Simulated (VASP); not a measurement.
A run of VASP 6.6.1 is set up as follows.

The input INCAR:

```
SYSTEM = PtSe2
ALGO     = Normal         ! electronic algorithm
EDIFF    = 1E-6           ! SCF threshold, eV
ENCUT    = 520            ! plane-wave cutoff, eV
GGA      = PE             ! functional
ISIF     = 2              ! what is computed and relaxed
ISMEAR   = 0              ! smearing method
LASPH    = .True.         ! aspherical terms in the spheres
LCHARG   = .True.         ! write CHGCAR
LELF     = .True.         ! ELF
LREAL    = .False.        ! projectors in reciprocal space
LVHAR    = .True.       
LWAVE    = .False.        ! write WAVECAR
NBANDS   = 18             ! bands
NELM     = 60             ! most SCF steps
PREC     = Accurate       ! precision mode
SIGMA    = 0.025          ! smearing width, eV
```

KPOINTS

```
k-points
0
Gamma
  8 8 5
  0 0 0
```

POSCAR

```
PtSe2
1.0
    3.7240000000      0.0000000000      0.0000000000
   -1.8620000000      3.2250786037      0.0000000000
    0.0000000000      0.0000000000      5.0620000000
Pt Se
1 2
Direct
    0.0000000000      0.0000000000      0.0000000000
    0.6666666667      0.3333333333      0.7500000000
    0.3333333333      0.6666666667      0.2500000000
```

Potentials or basis: VASP PAW PBE potentials, release 64 (Pt, Se).

Command:

```sh
$ cat potpaw_PBE.64/Pt/POTCAR potpaw_PBE.64/Se/POTCAR > POTCAR
$ mpirun -np 1 vasp_std > vasp.out
```

Question: Estimate the largest force.

Answer: 0.576 eV/Å.

Question: Predict the pressure.

Answer: 7.3 GPa.

Stress tensor (GPa, compression positive):
```
7.90 0.00 0.00
0.00 7.90 0.00
0.00 0.00 6.16
```
